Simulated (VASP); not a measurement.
Write the native input for VASP 6.6.1 that does the following.

```
Task                   : single point
Functional             : r2SCAN
Potentials or basis    : VASP PAW PBE potentials, release 64 (W_sv, F)
Cutoff                 : 520 eV
k mesh                 : 8 × 8 × 14
Occupations            : gaussian, width 0.1 eV
Spin                   : no spin polarisation
Dipole correction      : no
Further INCAR settings : ALGO = Normal; EDIFF = 1e-06; NBANDS = 37
```

WF2:

```xyz
6
Lattice="5.4382 0.0000 0.0000 0.0000 5.4382 0.0000 0.0000 0.0000 2.6334" Properties=species:S:1:pos:R:3 pbc="T T T"
W     0.0000    0.0000    0.0000
W     2.7191    2.7191    1.3167
F     1.5139    1.5139    0.0000
F     3.9243    3.9243    0.0000
F     4.2330    1.2052    1.3167
F     1.2052    4.2330    1.3167
```

These files were run (other wordings do the same):

POSCAR

```
WF2
1.0
    5.4382448701      0.0000000000      0.0000000000
    0.0000000000      5.4382448701      0.0000000000
    0.0000000000      0.0000000000      2.6333749419
W F
2 4
Direct
    0.0000000000      0.0000000000      0.0000000000
    0.5000000000      0.5000000000      0.5000000000
    0.2783836547      0.2783836547      0.0000000000
    0.7216163453      0.7216163453      0.0000000000
    0.7783836547      0.2216163453      0.5000000000
    0.2216163453      0.7783836547      0.5000000000
```

INCAR.step1

```
SYSTEM = WF2
PREC = Accurate ; ENCUT = 520
ISMEAR = 0 ; SIGMA = 0.1
LREAL = .False. ; LASPH = .True.
NELM = 100 ; NBANDS = 37
GGA = PE ; ALGO = Normal
EDIFF = 1E-4 ; LWAVE = .True.
LCHARG = .False.
```

INCAR.step2

```
SYSTEM = WF2
PREC = Accurate ; ENCUT = 520
EDIFF = 1E-6 ; ISMEAR = 0
SIGMA = 0.1 ; LREAL = .False.
LASPH = .True. ; NELM = 100
ALGO = Normal ; ISIF = 2
LWAVE = .False. ; LCHARG = .False.
METAGGA = R2SCAN ; LMIXTAU = .True.
NBANDS = 37 ; ISTART = 1
```

KPOINTS

```
regular mesh
0
Gamma
  8 8 14
  0 0 0
```

Potentials or basis: VASP PAW PBE potentials, release 64 (W_sv, F).

Run with:

```console
$ cat potpaw_PBE.64/W_sv/POTCAR potpaw_PBE.64/F/POTCAR > POTCAR
$ cp INCAR.step1 INCAR
$ mpirun -np 1 vasp_std > vasp.out
$ cp INCAR.step2 INCAR
$ mpirun -np 1 vasp_std > vasp.out
```

It gave:

| Property | Result |
| --- | --- |
| Pressure | 4.1 GPa |
| Largest force | 0.156 eV/Å |
| Band gap on the k mesh | zero (bands 28 and 29 overlap by 0.98 eV) |

Caveat: the cell stands under pressure; the PAW data sets were made with another functional, which shifts forces and pressure a little; spin-orbit coupling is left out, which moves the levels of the heavy elements.

Wall time 5.3 min on 1 thread of Intel(R) Xeon(R) 6975P-C (Granite Rapids), on a shared host, peak memory 0.37 GiB.
